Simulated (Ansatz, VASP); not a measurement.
## One calculation of AlAs, two programs

```
Al As
1.0
     0.00000    2.83050    2.83050
     2.83050    0.00000    2.83050
     2.83050    2.83050    0.00000
Al As
1 1
Direct
  0.00000 0.00000 0.00000
  0.25000 0.25000 0.25000
```

Alike in both runs: task single point; functional PBEsol; k mesh 8 × 8 × 8; no spin polarisation.

|  | VASP | Ansatz |
| --- | --- | --- |
| version | VASP 6.6.1 | Ansatz 0.2.0 |
| potentials or method | VASP PAW PBE potentials, release 64 (Al, As), cutoff 500 eV | scalar-relativistic, plane waves, PAW |
| occupations | gaussian, width 0.01 eV | fixed |
| valence electrons in the cell | 8 | 18 |

|  | VASP | Ansatz | Ansatz less VASP |
| --- | --- | --- | --- |
| gap on the k mesh at the Fermi level (eV) | 1.32 | 1.33 | +0.012 |
| least direct gap on the mesh (eV) | 1.98 | 1.96 | -0.018 |

VASP's potentials were made for PBE, not for PBEsol. VASP's potentials hold 8 valence electrons a cell and Ansatz's 18, so a difference there can come from the potentials and not from the codes.
